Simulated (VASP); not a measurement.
B4Pb, 5 atoms in the cell. Symmetry: Pmmm, No. 47, orthorhombic system. Conventional cell: a = 3.155 Å, b = 3.342 Å, c = 7.427 Å, α = 90.00°, β = 90.00°, γ = 90.00°. B (site symmetry m) has 3 B at 1.57 to 1.94 Å within 2.1 Å. Pb (site symmetry mmm) has 8 B at 2.86 to 3.63 Å and 4 Pb at 3.15 to 3.34 Å within 3.8 Å. The cell was generated, and may not be a known phase.

| Quantity | Value |
| --- | --- |
| Program | VASP 6.6.1 |
| Task | single point |
| Functional | PBE |
| Potentials or basis | VASP PAW PBE potentials, release 64 (B, Pb_d) |
| Cutoff | 520 eV |
| k mesh | 12 × 12 × 6 |
| Occupations | gaussian, width 0.1 eV |
| Spin | no spin polarisation |
| Dipole correction | no |
| Further INCAR settings | ALGO = Fast; EDIFF = 1e-06; NBANDS = 21 |

Potentials or basis: VASP PAW PBE potentials, release 64 (B, Pb_d).

The run is started by

```console
$ cat potpaw_PBE.64/B/POTCAR potpaw_PBE.64/Pb_d/POTCAR > POTCAR
$ mpirun -np 1 vasp_std > vasp.out
```

Hardware: 1 thread of Oxide Virtual Turin-like Processor, with other jobs on the host.

Task: Estimate the wall time of this run.

Result: Wall time 6.5 min on 1 thread of Oxide Virtual Turin-like Processor (shared host), peak memory 0.37 GiB. Counts: scf iterations 15, k points 196.
